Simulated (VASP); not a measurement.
# ZnSe3 (I4/mmm) in VASP: further runs

Runs on ZnSe3. Level: PBE. Tasks: single point, relaxation of cell and atoms.

Everything below comes from runs of VASP 6.6.1. Logs are shortened: lines on timing, memory, paths and dates and some standing lists are left out, and cuts for length are marked.

## (1) The cell of the first run

The structure is tetragonal, space group I4/mmm (No. 139). Conventional cell: a = 5.458 Å, b = 5.458 Å, c = 5.632 Å, α = 90.00°, β = 90.00°, γ = 90.00°. Within 3.6 Å of Zn (site symmetry 4/mmm) lie 6 Se at 2.73 to 2.82 Å. Se (site symmetry mmm) has 2 Zn at 2.73 Å and 4 Se at 2.73 to 2.82 Å within 3.6 Å. Se (site symmetry 4/mmm) has 4 Se at 2.73 Å and 2 Zn at 2.82 Å within 3.6 Å.

## (2) Single point, PBE

Contents of INCAR:

```
PREC     = Accurate       # precision mode
ENCUT    = 500            # plane-wave cutoff, eV
EDIFF    = 1E-6           # SCF threshold, eV
ISMEAR   = 0              # smearing method
SIGMA    = 0.1            # smearing width, eV
LREAL    = F              # projectors in reciprocal space
LASPH    = T              # aspherical terms in the spheres
NELM     = 120            # most SCF steps
ALGO     = Normal         # electronic algorithm
ISIF     = 2              # what is computed and relaxed
LWAVE    = F              # write WAVECAR
LCHARG   = F              # write CHGCAR
GGA      = PE             # functional
NBANDS   = 23             # bands
GGA_COMPAT= F
```

Contents of KPOINTS:

```
regular mesh
0
Gamma
  4 4 4
```

Contents of POSCAR:

```
ZnSe3
1.0
   -2.7291723793      2.7291723793      2.8160422674
    2.7291723793     -2.7291723793      2.8160422674
    2.7291723793      2.7291723793     -2.8160422674
Zn Se
1 3
Direct
    0.5000000000      0.5000000000      0.0000000000
    0.5000000000      0.0000000000      0.5000000000
    0.0000000000      0.5000000000      0.5000000000
    0.0000000000      0.0000000000      0.0000000000
```

Potentials or basis: VASP PAW PBE potentials, release 64 (Zn, Se).

Command:

```sh
$ cat potpaw_PBE.64/Zn/POTCAR potpaw_PBE.64/Se/POTCAR > POTCAR
$ mpirun -np 1 vasp_std > vasp.out
```

OUTCAR:

```text
PREC = Accurate
   ENCUT = 500
   EDIFF = 1E-6
   ISMEAR = 0
   LREAL = F
   LASPH = T
   NELM = 120
   ISIF = 2
   GGA = PE

 ion  position               nearest neighbor table
   1  0.500  0.500  0.000-   2 2.73   3 2.73   2 2.73   3 2.73   4 2.82   4 2.82
   2  0.500  0.000  0.500-   1 2.73   4 2.73   1 2.73   4 2.73
   3  0.000  0.500  0.500-   1 2.73   4 2.73   4 2.73   1 2.73
   4  0.000  0.000  0.000-   2 2.73   3 2.73   3 2.73   2 2.73   1 2.82   1 2.82

  LATTYP: Found a body centered tetragonal cell.
 ALAT       =     5.4583447586
 C/A-ratio  =     1.0318301214

  Lattice vectors:

 A1 = (  -2.7291723793,   2.7291723793,   2.8160422674)
 A2 = (   2.7291723793,  -2.7291723793,   2.8160422674)
 A3 = (   2.7291723793,   2.7291723793,  -2.8160422674)

Analysis of symmetry for initial positions (statically):
=====================================================================
 Subroutine PRICEL returns:
 Original cell was already a primitive cell.

 Routine SETGRP: Setting up the symmetry group for a
 body centered tetragonal supercell.

 Subroutine GETGRP returns: Found 16 space group operations
 (whereof 16 operations were pure point group operations)
 out of a pool of 16 trial point group operations.

The static configuration has the point symmetry D_4h.

Analysis of symmetry for dynamics (positions and initial velocities):
=====================================================================
 Subroutine PRICEL returns:
 Original cell was already a primitive cell.

 Routine SETGRP: Setting up the symmetry group for a
 body centered tetragonal supercell.

 Subroutine GETGRP returns: Found 16 space group operations
 (whereof 16 operations were pure point group operations)
 out of a pool of 16 trial point group operations.

The dynamic configuration has the point symmetry D_4h.

 Subroutine INISYM returns: Found 16 space group operations
 (whereof 16 operations are pure point group operations),
 and found     1 'primitive' translations

----------------------------------------------------------------------------------------

                                     Primitive cell

  volume of cell :      83.8998

  direct lattice vectors                    reciprocal lattice vectors
    -2.729172379  2.729172379  2.816042267     0.000000000  0.183205723  0.177554153
     2.729172379 -2.729172379  2.816042267     0.183205723  0.000000000  0.177554153
     2.729172379  2.729172379 -2.816042267     0.183205723  0.183205723  0.000000000

  length of vectors
     4.777746101  4.777746101  4.777746101     0.255127055  0.255127055  0.259092019

  position of ions in fractional coordinates (direct lattice)
     0.500000000  0.500000000  0.000000000
     0.500000000  0.000000000  0.500000000
     0.000000000  0.500000000  0.500000000
     0.000000000  0.000000000  0.000000000

  ion indices of the primitive-cell ions
   primitive index   ion index
                 1           1
                 2           2
                 3           3
                 4           4

----------------------------------------------------------------------------------------

 KPOINTS: regular mesh

Automatic generation of k-mesh.
 Grid dimensions read from file:
 generate k-points for:    4    4    4

 Generating k-lattice:

  Cartesian coordinates                     Fractional coordinates (reciprocal lattice)
     0.000000000  0.045801431  0.044388538     0.250000000  0.000000000  0.000000000
     0.045801431  0.000000000  0.044388538     0.000000000  0.250000000  0.000000000
     0.045801431  0.045801431  0.000000000     0.000000000  0.000000000  0.250000000

  Length of vectors
     0.063781764  0.063781764  0.064773005

  Shift w.r.t. Gamma in fractional coordinates (k-lattice)
     0.000000000  0.000000000  0.000000000

 Subroutine IBZKPT returns following result:
 ===========================================

 Found     13 irreducible k-points:

 Following reciprocal coordinates:
            Coordinates               Weight
  0.000000  0.000000  0.000000      1.000000
  0.250000  0.000000  0.000000      8.000000
  0.500000  0.000000  0.000000      4.000000
  0.250000  0.250000  0.000000      8.000000
  0.500000  0.250000 -0.000000     16.000000
 -0.250000  0.250000  0.000000      4.000000
  0.500000  0.500000  0.000000      2.000000
  0.250000  0.250000  0.250000      2.000000
 -0.250000  0.250000  0.250000      4.000000
  0.500000  0.500000  0.250000      4.000000
 -0.250000  0.500000  0.250000      8.000000
 -0.250000 -0.250000  0.250000      2.000000
  0.500000  0.500000  0.500000      1.000000
   k-points           NKPTS =     13   k-points in BZ     NKDIM =     13   number of bands    NBANDS=     23
   number of dos      NEDOS =    301   number of ions     NIONS =      4
   total plane-waves  NPLWV =  46656
   dimension x,y,z NGX =    36 NGY =   36 NGZ =   36
   dimension x,y,z NGXF=    72 NGYF=   72 NGZF=   72
   ions per type =               1   3
   NGX,Y,Z   is equivalent  to a cutoff of  12.53, 12.53, 12.53 a.u.
   NGXF,Y,Z  is equivalent  to a cutoff of  25.05, 25.05, 25.05 a.u.
 SYSTEM =  unknown system
   PREC   = accura    normal or accurate (medium, high low for compatibility)
   ISTART =      0    job   : 0-new  1-cont  2-samecut
   ICHARG =      2    charge: 1-file 2-atom 10-const
   ISPIN  =      1    spin polarized calculation?
   LNONCOLLINEAR =      F non collinear calculations
   LSORBIT =      F    spin-orbit coupling
   LASPH  =      T    aspherical Exc in radial PAW
   ENCUT  =  500.0 eV  36.75 Ry    6.06 a.u.   8.71  8.71  8.71*2*pi/ulx,y,z
   NELM   =    120;   NELMIN=  2; NELMDL= -5     # of ELM steps
   EDIFF  = 0.1E-05   stopping-criterion for ELM
   LREAL  =      F    real-space projection
   EDIFFG = 0.1E-04   stopping-criterion for IOM
   NSW    =      0    number of steps for IOM
   IBRION =     -1    ionic relax: 0-MD 1-quasi-New 2-CG
   NFREE  =      0    steps in history (QN), initial steepest desc. (CG)
   ISIF   =      2    stress and relaxation
   ISYM   =      2    0-nonsym 1-usesym 2-fastsym
   POTIM  = 0.5000    time-step for ionic-motion
   TEBEG  =    0.0;   TEEND  =   0.0 temperature during run
   PSTRESS=    0.0 pullay stress
   NELECT =      30.0000    total number of electrons
   NUPDOWN=      -1.0000    fix difference up-down
   EMIN   =  10.00;   EMAX   =-10.00  energy-range for DOS
   EFERMI =   0.00;   METHOD = LEGACY
   ISMEAR =     0;   SIGMA  =   0.10  broadening in eV -4-tet -1-fermi 0-gaus
   EFERMI_NEDOS =   21; number of points for ismear=-14 and -15
   IALGO  =     38    algorithm
   IMIX   =      4    mixing-type and parameters
     AMIX     =   0.40;   BMIX     =  1.00
     AMIX_MAG =   1.60;   BMIX_MAG =  1.00
  volume/ion in A,a.u.               =      20.97       141.55
  Fermi-wavevector in a.u.,A,eV,Ry     =   1.161970  2.195805 18.370234  1.350174
  Thomas-Fermi vector in A             =   2.298536
   LORBIT       =      0    0 simple, 1 ext, 2 COOP (PROOUT), +10 PAW based schemes
   GGA     = PE    functional components
   LHFCALC =     F    Hartree Fock is set to
   AEXX    =    0.0000 exact exchange contribution
   IVDW    =     0    specifies the selected vdW correction
   LEPSILON=     F    determine dielectric tensor
   LRPA    =     F    only Hartree local field effects (RPA)
 non-spin polarized calculation
 Gauss-broadening in eV      SIGMA  =   0.10
  energy-cutoff  :      500.00
  volume of cell :       83.90
 maximum number of plane-waves:      2150
 NGX is ok and might be reduce to    36
   NGX = 17   NGY = 17   NGZ = 17

 number of electron      29.9999997 magnetization

 Free energy of the ion-electron system (eV)
  ---------------------------------------------------
  ext. energy  EPLUGINS =         0.00000000
  ---------------------------------------------------
  free energy    TOTEN  =       -12.12726538 eV

  energy without entropy =      -12.11269144  energy(sigma->0) =      -12.11997841

 E-fermi :   4.9253     XC(G=0): -10.1430

 val. band max:        4.9135210558   @ k =  -0.2500   0.2500   0.0000
 cond. band min:       5.1380660790   @ k =   0.5000   0.2500  -0.0000
 fundamental gap:      0.2245450232
 Fermi energy:         4.9253103117

 k-point     1 :       0.0000    0.0000    0.0000
  band No.  band energies     occupation
      1     -11.4673      2.00000
      2      -7.6417      2.00000
      3      -7.3737      2.00000
      4      -2.4893      2.00000
      5      -2.4822      2.00000
      6      -2.4822      2.00000
[... 15 lines left out ...]
     22      12.8756      0.00000
     23      13.4056      0.00000

 k-point     2 :       0.2500    0.0000    0.0000
  band No.  band energies     occupation
      1     -11.0689      2.00000
      2      -8.3176      2.00000
      3      -7.6107      2.00000
      4      -2.5739      2.00000
      5      -2.5659      2.00000
      6      -2.5388      2.00000
[... 15 lines left out ...]
     22      11.2077      0.00000
     23      12.2407      0.00000

 k-point     3 :       0.5000    0.0000    0.0000
  band No.  band energies     occupation
      1     -10.3024      2.00000
      2      -9.3711      2.00000
      3      -7.7725      2.00000
      4      -2.7321      2.00000
      5      -2.6617      2.00000
      6      -2.6528      2.00000
[... 15 lines left out ...]
     22      11.9639      0.00000
     23      12.4163      0.00000

 k-point     4 :       0.2500    0.2500    0.0000
  band No.  band energies     occupation
      1     -10.3935      2.00000
      2      -9.0975      2.00000
      3      -8.0109      2.00000
      4      -2.6642      2.00000
      5      -2.6283      2.00000
      6      -2.5378      2.00000
[... 15 lines left out ...]
     22      11.8483      0.00000
     23      12.9606      0.00000

 k-point     5 :       0.5000    0.2500   -0.0000
  band No.  band energies     occupation
      1     -10.3085      2.00000
      2      -9.1614      2.00000
      3      -8.0885      2.00000
      4      -2.7297      2.00000
      5      -2.6085      2.00000
      6      -2.5390      2.00000
[... 15 lines left out ...]
     22      11.7263      0.00000
     23      13.0527      0.00000

 k-point     6 :      -0.2500    0.2500    0.0000
  band No.  band energies     occupation
      1     -11.0369      2.00000
      2      -8.1975      2.00000
      3      -7.8448      2.00000
      4      -2.5795      2.00000
      5      -2.5558      2.00000
      6      -2.5537      2.00000
[... 15 lines left out ...]
     22      11.4178      0.00000
     23      12.4183      0.00000

 k-point     7 :       0.5000    0.5000    0.0000
  band No.  band energies     occupation
      1     -10.1320      2.00000
      2      -9.4288      2.00000
      3      -8.0255      2.00000
      4      -2.7361      2.00000
      5      -2.7120      2.00000
      6      -2.6318      2.00000
[... 15 lines left out ...]
     22      12.1363      0.00000
     23      12.6970      0.00000

 k-point     8 :       0.2500    0.2500    0.2500
  band No.  band energies     occupation
      1      -9.3716      2.00000
      2      -9.2899      2.00000
      3      -9.2899      2.00000
      4      -2.7310      2.00000
      5      -2.7004      2.00000
      6      -2.4864      2.00000
[... 15 lines left out ...]
     22      13.9731      0.00000
     23      15.7261      0.00000

 k-point     9 :      -0.2500    0.2500    0.2500
  band No.  band energies     occupation
      1     -10.6831      2.00000
      2      -8.9810      2.00000
      3      -7.4117      2.00000
      4      -2.7364      2.00000
      5      -2.6070      2.00000
      6      -2.5673      2.00000
[... 15 lines left out ...]
     22      10.9865      0.00000
     23      13.6146      0.00000

 k-point    10 :       0.5000    0.5000    0.2500
  band No.  band energies     occupation
      1      -9.9356      2.00000
      2      -9.7702      2.00000
      3      -7.4816      2.00000
      4      -2.6583      2.00000
      5      -2.5939      2.00000
      6      -2.5741      2.00000
[... 15 lines left out ...]
     22      11.5496      0.00000
     23      12.6079      0.00000

 k-point    11 :      -0.2500    0.5000    0.2500
  band No.  band energies     occupation
      1     -10.1505      2.00000
      2      -9.5815      2.00000
      3      -7.3699      2.00000
      4      -2.6367      2.00000
      5      -2.6300      2.00000
      6      -2.5671      2.00000
[... 15 lines left out ...]
     22      11.4038      0.00000
     23      12.9427      0.00000

 k-point    12 :      -0.2500   -0.2500    0.2500
  band No.  band energies     occupation
      1     -10.7929      2.00000
      2      -8.8801      2.00000
      3      -7.2619      2.00000
      4      -2.6638      2.00000
      5      -2.5755      2.00000
      6      -2.5755      2.00000
[... 15 lines left out ...]
     22      10.7091      0.00000
     23      13.8523      0.00000

 k-point    13 :       0.5000    0.5000    0.5000
  band No.  band energies     occupation
      1     -10.0203      2.00000
      2      -9.7133      2.00000
      3      -6.8963      2.00000
      4      -2.4591      2.00000
      5      -2.4514      2.00000
      6      -2.4514      2.00000
[... 15 lines left out ...]
     22      13.1370      0.00000
     23      13.7495      0.00000

------------------------ aborting loop because EDIFF is reached ----------------------------------------

  FORCE on cell =-STRESS in cart. coord.  units (eV):
  Direction    XX          YY          ZZ          XY          YZ          ZX
  --------------------------------------------------------------------------------------
  -------------------------------------------------------------------------------------
  Total        0.0595506      0.0595506      0.0053902      0.0000000     -0.0000000      0.0000000
  in kB        1.1371975      1.1371975      0.1029331      0.0000000     -0.0000000      0.0000000
  external PRESSURE =       0.7924427 kB  Pullay stress =       0.0000000 kB

 VOLUME and BASIS-vectors are now :
 -----------------------------------------------------------------------------
  energy-cutoff  :      500.00
  volume of cell :       83.90
      direct lattice vectors                 reciprocal lattice vectors
    -2.729172379  2.729172379  2.816042267     0.000000000  0.183205723  0.177554153
     2.729172379 -2.729172379  2.816042267     0.183205723  0.000000000  0.177554153
     2.729172379  2.729172379 -2.816042267     0.183205723  0.183205723  0.000000000

 POSITION                                       TOTAL-FORCE (eV/Angst)
 -----------------------------------------------------------------------------------
      0.00000      0.00000      2.81604        -0.000000      0.000000     -0.000000
      0.00000      2.72917      0.00000         0.000000      0.000000     -0.000000
      2.72917      0.00000      0.00000         0.000000     -0.000000      0.000000
      0.00000      0.00000      0.00000         0.000000     -0.000000      0.000000
 -----------------------------------------------------------------------------------
    total drift:                                0.000000     -0.000000      0.000000

  FREE ENERGIE OF THE ION-ELECTRON SYSTEM (eV)
  ---------------------------------------------------
  free  energy   TOTEN  =       -12.1272653809 eV

  energy  without entropy=      -12.1126914427  energy(sigma->0) =      -12.11997841
```

Run time: 14 s. Hardware: 1 thread of Intel Xeon Platinum 8559C (Emerald Rapids), shared host; peak memory 0.2 GiB.

What came out:

```
Free energy            : -12.1273 eV
Pressure               : 0.1 GPa
Band gap on the k mesh : zero (band 15 reaches 5.50 eV, above the bottom of band 16 at 2.94 eV)
```

Stress tensor (GPa, compression positive):
```
0.11 0.00 0.00
0.00 0.11 0.00
0.00 0.00 0.01
```

Caveat: the k points lie up to 0.41 Å⁻¹ apart.

[end of part 1 of 2]
